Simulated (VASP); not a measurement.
# AgCl: single point with r2SCAN

Crystal: AgCl.

```
Ag Cl
1.0
     0.00000    2.86082    2.77318
     2.86082    0.00000    2.77318
     2.86082    2.86082    0.00000
Ag Cl
1 1
Direct
  0.00000 0.00000 0.00000
  0.50000 0.50000 0.50000
```

This cell differs from its parent crystal: biaxial xy strain +3.2%.

```yaml
Program: VASP 6.6.1
Task: single point
Functional: r2SCAN
Potentials_or_basis: VASP PAW PBE potentials, release 64 (Ag, Cl)
Cutoff: 520 eV
k_mesh: 8 × 8 × 8
Occupations: gaussian, width 0.01 eV
Spin: no spin polarisation
```

```json
{
 "Pressure": "-2.7 GPa",
 "Band gap on the k mesh": "1.35 eV (least direct gap 3.50 eV)"
}
```

Stress tensor (GPa, compression positive):
```
-2.83  0.00  0.00
 0.00 -2.83  0.00
 0.00  0.00 -2.47
```

Levels at points of the mesh, in eV from the valence-band top:
| k point | band 5 | band 6 | band 7 | band 8 | band 9 | band 10 | band 11 | band 12 | band 13 | band 14 |
| --- | --- | --- | --- | --- | --- | --- | --- | --- | --- | --- |
| (0.00, 0.00, 0.00) | -2.25 | -2.24 | -2.24 | -2.24 | -2.24 | 1.35 | 11.24 | 11.24 | 11.33 | 12.72 |
| (0.50, 0.00, 0.00) | -1.99 | -1.97 | -1.69 | -0.18 | 0.00 | 4.76 | 6.74 | 8.14 | 8.45 | 13.73 |
| (0.50, 0.50, 0.00) | -2.54 | -2.06 | -1.88 | -1.88 | -1.80 | 2.92 | 8.20 | 9.14 | 11.76 | 11.76 |
| (0.50, 0.00, 0.50) | -2.57 | -2.09 | -1.89 | -1.87 | -1.81 | 2.94 | 8.40 | 8.82 | 11.76 | 12.24 |

It took 3.2 min on 1 thread of AMD EPYC 7R13 Processor (Zen 3), on a shared host, peak memory 0.16 GiB.

Caveat: the cell differs from its parent crystal (biaxial xy strain +3.2%); the PAW data sets were made with another functional, which shifts forces and pressure a little. A k mesh can miss the band edges.
